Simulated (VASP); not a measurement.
Input of a VASP 6.6.1 run:

The input INCAR:

```
SYSTEM = SiNi3
  PREC = Accurate
  ENCUT = 600
  EDIFF = 1E-6
  ISMEAR = -1
  SIGMA = 0.05
  LREAL = .FALSE.
  LASPH = .TRUE.
  NELM = 200
  ALGO = Normal
  ISIF = 2
  LWAVE = .FALSE.
  LCHARG = .FALSE.
  ISPIN = 2
  MAGMOM = 0.266 0.267 0.267 0
  LORBIT = 11
  NUPDOWN = 0.8
  LMAXMIX = 4
  GGA = PE
  NBANDS = 29
  GGA_COMPAT = .FALSE.
```

Contents of KPOINTS:

```
Automatic mesh
0
G
  8 8 8
  0 0 0
```

The input POSCAR:

```
SiNi3
1.0
    3.5420000000      0.0000000000      0.0000000000
    0.0000000000      3.5420000000      0.0000000000
    0.0000000000      0.0000000000      3.5420000000
Ni Si
3 1
Direct
    0.5000000000      0.5000000000      0.0000000000
    0.5000000000      0.0000000000      0.5000000000
    0.0000000000      0.5000000000      0.5000000000
    0.0000000000      0.0000000000      0.0000000000
```

Potentials or basis: VASP PAW PBE potentials, release 64 (Ni, Si).

The run is started by

```console
$ cat potpaw_PBE.64/Ni/POTCAR potpaw_PBE.64/Si/POTCAR > POTCAR
$ mpirun -np 1 vasp_std > vasp.out
```

(1) Estimate the pressure.

Results:

(1) -5.2 GPa.

Caveat: the total moment is fixed, so each spin has its own Fermi level.
